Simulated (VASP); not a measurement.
Set up this calculation in VASP 6.6.1, as the native input.

* Task: single point
* Functional: PBE
* Potentials or basis: VASP PAW PBE potentials, release 64 (Si, C, N)
* Cutoff: 520 eV
* k mesh: 1 × 1 × 1, shifted
* Occupations: fermi-dirac, width 0.05 eV
* Spin: no spin polarisation
* Dipole correction: no
* Further INCAR settings: LREAL = Auto; ALGO = Normal; EDIFF = 1e-06; NBANDS = 60; ISYM = 0

The structure of Si9C3N8 lies in POSCAR:

```
Si9C3N8
1.0
    6.5417270000     -0.1058040000     -0.0528750000
   -0.1058040000      5.8803450000     -0.0308140000
   -0.0528750000     -0.0308140000      6.2531300000
Si C N
9 3 8
Direct
    0.6535697808      0.5468962313      0.8662368386
    0.6586401328      0.8167289677      0.3645531571
    0.1192612553     -0.0270748715      0.8522780837
    0.2792298637      0.1209081867      0.2190632442
    0.3476128656      0.5991341144      0.1070767358
    0.3267512096      0.5934891450      0.5901973483
    0.6193916690      0.3306058581      0.4560715391
    0.9017077429      0.3645713740      0.2532345720
    0.0031877440      0.8613739787      0.3671023839
    0.1656868858      0.8359734772      0.1142701944
    0.3548458492      0.4223373809      0.8461217628
    0.7736429727      0.2771193759      0.7403457994
    0.3102086668      0.1861100081      0.9264534844
    0.3463533929      0.4362386557      0.3421569188
    0.0441303907      0.1587332880      0.3713352516
    0.1512965974      0.8158291249      0.6055990786
    0.5924448285      0.6789162104      0.5989651014
    0.5313655998      0.0664184171      0.3453495407
    0.8932034034      0.1287218044      0.8186579463
    0.6082683206      0.6921624485      0.1118248751
```

These files were run (other wordings do the same):

INCAR

```
ALGO     = Normal         # electronic algorithm
EDIFF    = 1E-6           # SCF threshold, eV
ENCUT    = 520            # plane-wave cutoff, eV
GGA      = PE             # functional
ISIF     = 2              # what is computed and relaxed
ISMEAR   = -1             # smearing method
ISYM     = 0            
LASPH    = T              # aspherical terms in the spheres
LCHARG   = T              # write CHGCAR
LELF     = T              # ELF
LREAL    = Auto         
LVHAR    = T            
LWAVE    = F              # write WAVECAR
NBANDS   = 60             # bands
NELM     = 60             # most SCF steps
PREC     = Accurate       # precision mode
SIGMA    = 0.05           # smearing width, eV
```

KPOINTS

```
Automatic mesh
0
Gamma
  1 1 1
  0.25 0.25 0.25
```

Potentials or basis: VASP PAW PBE potentials, release 64 (Si, C, N).

Run with:

```console
$ cat potpaw_PBE.64/Si/POTCAR potpaw_PBE.64/C/POTCAR potpaw_PBE.64/N/POTCAR > POTCAR
$ mpirun -np 1 vasp_std > vasp.out
```

Results of the run:

| Item | Value |
| --- | --- |
| Pressure | -1.7 GPa |
| Largest force | 2.072 eV/Å |
| Band gap on the k mesh | 0.63 eV |

Caveat: the k points lie up to 1.07 Å⁻¹ apart.

It took 57 s on 1 thread of Intel Xeon 6975P-C, with other jobs on the host, peak memory 0.31 GiB.
